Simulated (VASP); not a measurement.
# Ir3F (Pm-3m) in VASP: single point with PBE

Aim: the single point of Ir3F with PBE.

All numbers are computed with VASP 6.6.1; they aren't measurements. Logs are shortened: lines on timing, memory, paths and dates and some standing lists are left out, and cuts for length are marked.

**1. The cell of the first run**

It takes space group Pm-3m (No. 221, cubic). The conventional cell has a = 3.843 Å, b = 3.843 Å, c = 3.843 Å, α = 90.00°, β = 90.00°, γ = 90.00°. Ir (site symmetry 4/mmm) has 8 Ir at 2.72 Å and 4 F at 2.72 Å within 3.6 Å. F (site symmetry m-3m) has 12 Ir at 2.72 Å within 3.6 Å.

**2. Single point, PBE, collinear spin**

Input file INCAR:

```
  ALGO = Normal
  EDIFF = 1E-6
  ENCUT = 520
  GGA = PE
  ISIF = 2
  ISMEAR = 0
  ISPIN = 2
  LASPH = T
  LCHARG = F
  LMAXMIX = 4
  LORBIT = 11
  LREAL = F
  LWAVE = F
  MAGMOM = 0.67 0.67 0.67 0.24
  NBANDS = 29
  NELM = 150
  PREC = Accurate
  SIGMA = 0.1
```

Input file KPOINTS:

```
k-points
0
Gamma
  12 12 12
```

Input file POSCAR:

```
Ir3F
1.0
    3.8433999695      0.0000000000      0.0000000000
    0.0000000000      3.8433999695      0.0000000000
    0.0000000000      0.0000000000      3.8433999695
Ir F
3 1
Direct
    0.0000000000      0.5000000000      0.5000000000
    0.5000000000      0.0000000000      0.5000000000
    0.5000000000      0.5000000000      0.0000000000
    0.0000000000      0.0000000000      0.0000000000
```

Potentials or basis: VASP PAW PBE potentials, release 64 (Ir, F).

Run with:

```sh
$ cat potpaw_PBE.64/Ir/POTCAR potpaw_PBE.64/F/POTCAR > POTCAR
$ mpirun -np 1 vasp_std > vasp.out
```

OUTCAR:

```text
EDIFF = 1E-6
   ENCUT = 520
   GGA = PE
   ISIF = 2
   ISMEAR = 0
   ISPIN = 2
   LASPH = T
   LORBIT = 11
   LREAL = F
   NELM = 150
   PREC = Accurate

 ion  position               nearest neighbor table
   1  0.000  0.500  0.500-   2 2.72   3 2.72   3 2.72   2 2.72   2 2.72   3 2.72   3 2.72   2 2.72

   2  0.500  0.000  0.500-   1 2.72   3 2.72   3 2.72   1 2.72   3 2.72   3 2.72   1 2.72   1 2.72

   3  0.500  0.500  0.000-   1 2.72   2 2.72   1 2.72   2 2.72   2 2.72   2 2.72   1 2.72   1 2.72

   4  0.000  0.000  0.000-

  LATTYP: Found a simple cubic cell.
 ALAT       =     3.8433999695

  Lattice vectors:

 A1 = (   3.8433999695,   0.0000000000,   0.0000000000)
 A2 = (   0.0000000000,   3.8433999695,   0.0000000000)
 A3 = (   0.0000000000,   0.0000000000,   3.8433999695)

Analysis of symmetry for initial positions (statically):
=====================================================================
 Subroutine PRICEL returns:
 Original cell was already a primitive cell.

 Routine SETGRP: Setting up the symmetry group for a
 simple cubic supercell.

 Subroutine GETGRP returns: Found 48 space group operations
 (whereof 48 operations were pure point group operations)
 out of a pool of 48 trial point group operations.

The static configuration has the point symmetry O_h .

Analysis of symmetry for dynamics (positions and initial velocities):
=====================================================================
 Subroutine PRICEL returns:
 Original cell was already a primitive cell.

 Routine SETGRP: Setting up the symmetry group for a
 simple cubic supercell.

 Subroutine GETGRP returns: Found 48 space group operations
 (whereof 48 operations were pure point group operations)
 out of a pool of 48 trial point group operations.

The dynamic configuration has the point symmetry O_h .

Analysis of structural, dynamic, and magnetic symmetry:
=====================================================================
 Subroutine PRICEL returns:
 Original cell was already a primitive cell.

 Routine SETGRP: Setting up the symmetry group for a
 simple cubic supercell.

 Subroutine GETGRP returns: Found 48 space group operations
 (whereof 48 operations were pure point group operations)
 out of a pool of 48 trial point group operations.

The overall configuration has the point symmetry O_h .

 Subroutine INISYM returns: Found 48 space group operations
 (whereof 48 operations are pure point group operations),
 and found     1 'primitive' translations

----------------------------------------------------------------------------------------

                                     Primitive cell

  volume of cell :      56.7736

  direct lattice vectors                    reciprocal lattice vectors
     3.843399970  0.000000000  0.000000000     0.260186295  0.000000000  0.000000000
     0.000000000  3.843399970  0.000000000     0.000000000  0.260186295  0.000000000
     0.000000000  0.000000000  3.843399970     0.000000000  0.000000000  0.260186295

  length of vectors
     3.843399970  3.843399970  3.843399970     0.260186295  0.260186295  0.260186295

  position of ions in fractional coordinates (direct lattice)
     0.000000000  0.500000000  0.500000000
     0.500000000  0.000000000  0.500000000
     0.500000000  0.500000000  0.000000000
     0.000000000  0.000000000  0.000000000

  ion indices of the primitive-cell ions
   primitive index   ion index
                 1           1
                 2           2
                 3           3
                 4           4

----------------------------------------------------------------------------------------

 KPOINTS: k-points

Automatic generation of k-mesh.
 Grid dimensions read from file:
 generate k-points for:   12   12   12

 Generating k-lattice:

  Cartesian coordinates                     Fractional coordinates (reciprocal lattice)
     0.021682191  0.000000000  0.000000000     0.083333333  0.000000000  0.000000000
     0.000000000  0.021682191  0.000000000     0.000000000  0.083333333  0.000000000
     0.000000000  0.000000000  0.021682191     0.000000000  0.000000000  0.083333333

  Length of vectors
     0.021682191  0.021682191  0.021682191

  Shift w.r.t. Gamma in fractional coordinates (k-lattice)
     0.000000000  0.000000000  0.000000000

 Subroutine IBZKPT returns following result:
 ===========================================

 Found     84 irreducible k-points:

 Following reciprocal coordinates:
            Coordinates               Weight
  0.000000  0.000000  0.000000      1.000000
  0.083333  0.000000  0.000000      6.000000
  0.166667  0.000000  0.000000      6.000000
  0.250000  0.000000  0.000000      6.000000
  0.333333  0.000000  0.000000      6.000000
  0.416667  0.000000  0.000000      6.000000
[... 16 lines left out ...]
  0.333333  0.333333  0.000000     12.000000
  0.416667  0.333333  0.000000     24.000000
 [... further k-points ...]
   k-points           NKPTS =     84   k-points in BZ     NKDIM =     84   number of bands    NBANDS=     29
   number of dos      NEDOS =    301   number of ions     NIONS =      4
   total plane-waves  NPLWV =  27000
   dimension x,y,z NGX =    30 NGY =   30 NGZ =   30
   dimension x,y,z NGXF=    60 NGYF=   60 NGZF=   60
   ions per type =               3   1
   NGX,Y,Z   is equivalent  to a cutoff of  12.98, 12.98, 12.98 a.u.
   NGXF,Y,Z  is equivalent  to a cutoff of  25.95, 25.95, 25.95 a.u.
 SYSTEM =  unknown system
   PREC   = accura    normal or accurate (medium, high low for compatibility)
   ISTART =      0    job   : 0-new  1-cont  2-samecut
   ICHARG =      2    charge: 1-file 2-atom 10-const
   ISPIN  =      2    spin polarized calculation?
   LNONCOLLINEAR =      F non collinear calculations
   LSORBIT =      F    spin-orbit coupling
   LASPH  =      T    aspherical Exc in radial PAW
   ENCUT  =  520.0 eV  38.22 Ry    6.18 a.u.   7.15  7.15  7.15*2*pi/ulx,y,z
   NELM   =    150;   NELMIN=  2; NELMDL= -5     # of ELM steps
   EDIFF  = 0.1E-05   stopping-criterion for ELM
   LREAL  =      F    real-space projection
   EDIFFG = 0.1E-04   stopping-criterion for IOM
   NSW    =      0    number of steps for IOM
   IBRION =     -1    ionic relax: 0-MD 1-quasi-New 2-CG
   NFREE  =      0    steps in history (QN), initial steepest desc. (CG)
   ISIF   =      2    stress and relaxation
   ISYM   =      2    0-nonsym 1-usesym 2-fastsym
   POTIM  = 0.5000    time-step for ionic-motion
   TEBEG  =    0.0;   TEEND  =   0.0 temperature during run
   PSTRESS=    0.0 pullay stress
   NELECT =      34.0000    total number of electrons
   NUPDOWN=      -1.0000    fix difference up-down
   EMIN   =  10.00;   EMAX   =-10.00  energy-range for DOS
   EFERMI =   0.00;   METHOD = LEGACY
   ISMEAR =     0;   SIGMA  =   0.10  broadening in eV -4-tet -1-fermi 0-gaus
   EFERMI_NEDOS =   21; number of points for ismear=-14 and -15
   IALGO  =     38    algorithm
   IMIX   =      4    mixing-type and parameters
     AMIX     =   0.40;   BMIX     =  1.00
     AMIX_MAG =   1.60;   BMIX_MAG =  1.00
  volume/ion in A,a.u.               =      14.19        95.78
  Fermi-wavevector in a.u.,A,eV,Ry     =   1.379915  2.607661 25.907730  1.904164
  Thomas-Fermi vector in A             =   2.504840
   LORBIT       =     11    0 simple, 1 ext, 2 COOP (PROOUT), +10 PAW based schemes
   GGA     = PE    functional components
   LHFCALC =     F    Hartree Fock is set to
   AEXX    =    0.0000 exact exchange contribution
   IVDW    =     0    specifies the selected vdW correction
   LEPSILON=     F    determine dielectric tensor
   LRPA    =     F    only Hartree local field effects (RPA)
 spin polarized calculation
 Gauss-broadening in eV      SIGMA  =   0.10
  energy-cutoff  :      520.00
  volume of cell :       56.77
 maximum number of plane-waves:      1568
 NGX is ok and might be reduce to    30
   NGX = 15   NGY = 15   NGZ = 15

 number of electron      34.0000013 magnetization       2.3683502

 Free energy of the ion-electron system (eV)
  ---------------------------------------------------
  ext. energy  EPLUGINS =         0.00000000
  ---------------------------------------------------
  free energy    TOTEN  =       -25.12022280 eV

  energy without entropy =      -25.09063475  energy(sigma->0) =      -25.10542877

 E-fermi :   6.9373     XC(G=0): -12.8644

 val. band max:        6.9296543710   @ k =   0.2500   0.0833   0.0000
 cond. band min:       6.9376027017   @ k =   0.4167   0.4167   0.2500
 fundamental gap:      0.0079483307
 Fermi energy:         6.9373018843

 spin component 1

 k-point     1 :       0.0000    0.0000    0.0000
  band No.  band energies     occupation
      1     -15.7252      1.00000
      2      -1.7098      1.00000
      3       1.5479      1.00000
      4       1.5479      1.00000
      5       1.5479      1.00000
      6       1.7026      1.00000
[... 757 lines left out ...]
     28      21.8861      0.00000
     29      23.1033      0.00000

 [... further k-points ...]

 spin component 2

 k-point     1 :       0.0000    0.0000    0.0000
  band No.  band energies     occupation
      1     -15.3439      1.00000
      2      -1.5302      1.00000
      3       1.8706      1.00000
      4       1.8706      1.00000
      5       1.8706      1.00000
      6       2.1513      1.00000
[... 757 lines left out ...]
     28      22.2028      0.00000
     29      23.3292      0.00000

 [... further k-points ...]

------------------------ aborting loop because EDIFF is reached ----------------------------------------

  FORCE on cell =-STRESS in cart. coord.  units (eV):
  Direction    XX          YY          ZZ          XY          YZ          ZX
  --------------------------------------------------------------------------------------
  -------------------------------------------------------------------------------------
  Total        0.0266325      0.0266325      0.0266325      0.0000000      0.0000000     -0.0000000
  in kB        0.7515796      0.7515796      0.7515796      0.0000000      0.0000000     -0.0000000
  external PRESSURE =       0.7515796 kB  Pullay stress =       0.0000000 kB

 VOLUME and BASIS-vectors are now :
 -----------------------------------------------------------------------------
  energy-cutoff  :      520.00
  volume of cell :       56.77
      direct lattice vectors                 reciprocal lattice vectors
     3.843399970  0.000000000  0.000000000     0.260186295  0.000000000  0.000000000
     0.000000000  3.843399970  0.000000000     0.000000000  0.260186295  0.000000000
     0.000000000  0.000000000  3.843399970     0.000000000  0.000000000  0.260186295

 POSITION                                       TOTAL-FORCE (eV/Angst)
 -----------------------------------------------------------------------------------
      0.00000      1.92170      1.92170         0.000000      0.000000      0.000000
      1.92170      0.00000      1.92170         0.000000      0.000000      0.000000
      1.92170      1.92170      0.00000         0.000000      0.000000      0.000000
      0.00000      0.00000      0.00000         0.000000      0.000000      0.000000
 -----------------------------------------------------------------------------------
    total drift:                                0.000000      0.000000     -0.000000

  FREE ENERGIE OF THE ION-ELECTRON SYSTEM (eV)
  ---------------------------------------------------
  free  energy   TOTEN  =       -25.1202227996 eV

  energy  without entropy=      -25.0906347489  energy(sigma->0) =      -25.10542877

 total charge

# of ion       s       p       d       tot
------------------------------------------
    1        0.654   0.484   6.896   8.034
    2        0.654   0.484   6.896   8.034
    3        0.654   0.484   6.896   8.034
    4        1.774   4.231   0.000   6.005
--------------------------------------------------
tot          3.735   5.683  20.687  30.106

 magnetization (x)

# of ion       s       p       d       tot
------------------------------------------
    1        0.032   0.016   0.649   0.696
    2        0.032   0.016   0.649   0.696
    3        0.032   0.016   0.649   0.696
    4       -0.000   0.208   0.000   0.208
--------------------------------------------------
tot          0.095   0.255   1.946   2.296
```

Run time: 3 min. Hardware: 1 thread of AMD EPYC 7R13 (Zen 3), shared host; peak memory 0.29 GiB.

Results:

| Quantity | Value |
| --- | --- |
| Free energy | -25.1202 eV |
| Pressure | 0.1 GPa |
| Net moment | 2.37 μB per cell |
| Site moments | Ir +0.70; F +0.21 μB |
| Valence electrons inside the program's atomic spheres | Ir 8.03; F 6.00 |

Levels at points of the mesh, in eV from the Fermi level:
Spin up:
| k point | band 14 | band 15 | band 16 | band 17 | band 18 | band 19 | band 20 | band 21 | band 22 | band 23 |
| --- | --- | --- | --- | --- | --- | --- | --- | --- | --- | --- |
| (0.00, 0.00, 0.00) | -1.20 | 0.24 | 0.24 | 1.59 | 2.10 | 2.10 | 2.10 | 5.14 | 5.14 | 5.14 |
| (0.50, 0.00, 0.00) | -1.91 | -1.90 | -0.75 | -0.40 | -0.40 | -0.13 | 0.40 | 2.10 | 8.23 | 8.23 |
| (0.50, 0.50, 0.00) | -1.53 | -0.95 | -0.85 | -0.68 | -0.65 | -0.65 | -0.31 | 3.16 | 4.37 | 4.37 |
| (0.50, 0.50, 0.50) | -1.43 | -0.45 | -0.45 | 0.04 | 1.57 | 1.57 | 1.57 | 4.50 | 4.50 | 4.50 |
Spin down:
```
           k point  band 12  band 13  band 14  band 15  band 16  band 17  band 18  band 19  band 20  band 21
(0.00, 0.00, 0.00)    -0.44    -0.44    -0.44     0.79     0.79     1.97     2.46     2.46     2.46     5.33
(0.50, 0.00, 0.00)    -1.95    -1.95    -1.50    -1.13    -0.34     0.33     0.33     0.35     0.92     2.46
(0.50, 0.50, 0.00)    -1.51    -1.51    -1.18    -0.36    -0.35    -0.30    -0.16    -0.16     0.55     3.43
(0.50, 0.50, 0.50)    -0.88    -0.88    -0.88     0.14     0.39     0.39     1.94     1.94     1.94     4.76
```

Caveat: spin-orbit coupling is left out, which moves the levels of the heavy elements.
